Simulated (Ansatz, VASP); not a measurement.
# One calculation of ZnO, two programs

```
Zn O
1.0
     2.36420    0.00000    0.00000
    -1.18210    2.04745    0.00000
     0.00000    0.00000    4.67565
Zn O
2 2
Direct
  0.00000 0.00000 0.00000
  0.00000 0.00000 0.50000
  0.33333 0.66667 0.25000
  0.66667 0.33333 0.75000
```

Change from the starting cell: volume scaled by 0.55, crystal datasets.

Alike in both runs: task single point; functional PBE; k mesh 11 × 11 × 7; occupations fermi-dirac, width 0.08 eV; no spin polarisation.

|  | VASP | Ansatz |
| --- | --- | --- |
| version | VASP 6.6.1 | Ansatz 0.2.0 |
| potentials or method | VASP PAW PBE potentials, release 64 (Zn, O), cutoff 520 eV | all-electron PAW with datasets made for the crystal, scalar-relativistic |

|  | VASP | Ansatz | Ansatz less VASP |
| --- | --- | --- | --- |
| gap on the k mesh at the Fermi level (eV) | 4.21 | 4.32 | +0.108 |
| pressure (GPa) | 366.7 | 351.8 | -14.92 |
| traceless stress, the component that is largest in VASP (GPa) | 3.11 | -0.39 | -3.504 |

Both programs put the cell under a high pressure, so it lies far from rest at this level. Ansatz ran all-electron here, and VASP with PAW potentials.

Noted on VASP's run: the cell as given lies far from equilibrium.
